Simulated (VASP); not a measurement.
A run of VASP 6.6.1 is set up as follows.

The input POSCAR:

```
Na2Cl
1.0
    3.4955678671      0.0000000000      0.0000000000
    0.0000000000      3.4955678671      0.0000000000
    0.0000000000      0.0000000000     12.9710126665
Na Cl
4 2
Direct
    0.0000000000      0.0000000000      0.2381255916
    0.0000000000      0.0000000000      0.7618744084
    0.0000000000      0.0000000000      0.5000000000
    0.5000000000      0.5000000000      0.0000000000
    0.5000000000      0.5000000000      0.3659544823
    0.5000000000      0.5000000000      0.6340455177
```

File INCAR.step1:

```
SYSTEM = Na2Cl
ALGO = Normal ; EDIFF = 1E-4
ENCUT = 520 ; GGA = PE
ISMEAR = -1 ; LASPH = .True.
LCHARG = .False. ; LREAL = .False.
LWAVE = .True. ; NBANDS = 30
NELM = 80 ; PREC = Accurate
SIGMA = 0.1
```

Contents of INCAR.step2:

```
SYSTEM = Na2Cl
ALGO = Normal ; EDIFF = 1E-6
ENCUT = 520 ; ISIF = 2
ISMEAR = -1 ; ISTART = 1
LASPH = .True. ; LCHARG = .False.
LMIXTAU = .True. ; LREAL = .False.
LWAVE = .False. ; METAGGA = R2SCAN
NBANDS = 30 ; NELM = 80
PREC = Accurate ; SIGMA = 0.1
```

Contents of KPOINTS:

```
k-points
0
Gamma
  7 7 2
  0 0 0
```

Potentials or basis: VASP PAW PBE potentials, release 64 (Na_pv, Cl).

Command:

```bash
$ cat potpaw_PBE.64/Na_pv/POTCAR potpaw_PBE.64/Cl/POTCAR > POTCAR
$ cp INCAR.step1 INCAR
$ mpirun -np 1 vasp_std > vasp.out
$ cp INCAR.step2 INCAR
$ mpirun -np 1 vasp_std > vasp.out
```

(1) What does it give for the pressure?

(2) Predict the band gap on the k mesh.

## Answers

(1) -0.2 GPa.

(2) zero (bands 21 and 22 overlap by 3.07 eV).

Caveat: the PAW data sets were made with another functional, which shifts forces and pressure a little.
